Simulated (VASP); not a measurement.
A run of VASP 6.6.1 is set up as follows.

Contents of INCAR:

```
PREC = Accurate
ENCUT = 520
EDIFF = 1E-6
ISMEAR = 0
SIGMA = 0.1
LREAL = F
LASPH = T
NELM = 80
ALGO = Normal
ISIF = 2
LWAVE = F
LCHARG = F
GGA = PE
NBANDS = 34
```

Contents of KPOINTS:

```
Automatic mesh
0
Gamma
  6 6 2
```

POSCAR

```
Mg3I4F2
1.0
    6.8673809519      0.0000000000      0.0000000000
   -3.4336904760      5.9473263618      0.0000000000
    0.0000000000      0.0000000000      6.1719222770
Mg I F
3 4 2
Direct
    0.5000000000      0.0000000000      0.5000000000
    0.0000000000      0.5000000000      0.5000000000
    0.5000000000      0.5000000000      0.5000000000
    0.3333333333      0.6666666667      0.0000000000
    0.6666666667      0.3333333333      0.0000000000
    0.0000000000      0.0000000000      0.7531781347
    0.0000000000      0.0000000000      0.2468218653
    0.3333333333      0.6666666667      0.5000000000
    0.6666666667      0.3333333333      0.5000000000
```

Potentials or basis: VASP PAW PBE potentials, release 64 (Mg, I, F).

Launch:

```bash
$ cat potpaw_PBE.64/Mg/POTCAR potpaw_PBE.64/I/POTCAR potpaw_PBE.64/F/POTCAR > POTCAR
$ mpirun -np 1 vasp_std > vasp.out
```

Q: What does it give for the pressure?

A: 0.1 GPa.

Q: What does it give for the largest force?

A: 0.007 eV/Å.

Forces in eV/Å, atoms in the order of the input:
```
Mg   0.000  0.000  0.000
Mg   0.000  0.000  0.000
Mg   0.000  0.000  0.000
I    0.000  0.000  0.000
I    0.000  0.000  0.000
I    0.000  0.000 -0.007
I    0.000  0.000  0.007
F    0.000  0.000  0.000
F    0.000  0.000  0.000
```

Caveat: the k points lie up to 0.51 Å⁻¹ apart.
